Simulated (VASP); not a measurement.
Li, 16 atoms in the cell. The typed cell holds 16 atoms: a = 7.205 Å, b = 7.205 Å, c = 7.205 Å, α = 90.00°, β = 90.00°, γ = 90.00°. 

| Item | Value |
| --- | --- |
| Program | VASP 6.6.1 |
| Task | single point |
| Functional | PBEsol |
| Potentials or basis | VASP PAW PBE potentials, release 64 (Li_sv) |
| Cutoff | 520 eV |
| k mesh | 2 × 2 × 2 |
| Occupations | fermi-dirac, width 0.11 eV |
| Spin | no spin polarisation |
| Dipole correction | no |
| Further INCAR settings | LREAL = Auto; ALGO = Normal; EDIFF = 1e-06; NBANDS = 38 |

Potentials or basis: VASP PAW PBE potentials, release 64 (Li_sv).

Launch:

```console
$ cat potpaw_PBE.64/Li_sv/POTCAR > POTCAR
$ mpirun -np 1 vasp_std > vasp.out
```

Hardware: 1 thread of Intel(R) Xeon(R) 6975P-C (Granite Rapids), on a shared host.

Estimate the wall time of this run.

It took 76 s on 1 thread of Intel(R) Xeon(R) 6975P-C (Granite Rapids) (shared host), peak memory 0.37 GiB. Counts: scf iterations 13, k points 8.
